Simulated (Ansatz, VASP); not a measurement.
# One calculation of Sc, two programs

```xyz
3
Lattice="5.1227 0.0000 0.0000 -2.5614 4.4364 0.0000 0.0000 0.0000 3.2323" Properties=species:S:1:pos:R:3 pbc="T T T"
Sc    0.0000    0.0000    0.0000
Sc    0.0000    2.9576    1.6161
Sc    2.5614    1.4788    1.6161
```

Alike in both runs: functional PBE; k mesh 8 × 8 × 11; occupations fermi-dirac, width 0.05 eV; no spin polarisation.

Ansatz relaxed the structure, and its values are those at the end. VASP's run is a single point on that final structure, the one shown.

|  | VASP | Ansatz |
| --- | --- | --- |
| version | VASP 6.6.1 | Ansatz 0.2.0 |
| potentials or method | VASP PAW PBE potentials, release 64 (Sc_sv) | PAW with Ansatz's default frozen-core files, scalar-relativistic |
| plane-wave cutoff (eV) | 520 | 420 |
| valence electrons in the cell | 33 | 33 |

```csv
,VASP,Ansatz,Ansatz less VASP
pressure (GPa),0.0,0.0,-0.03
```
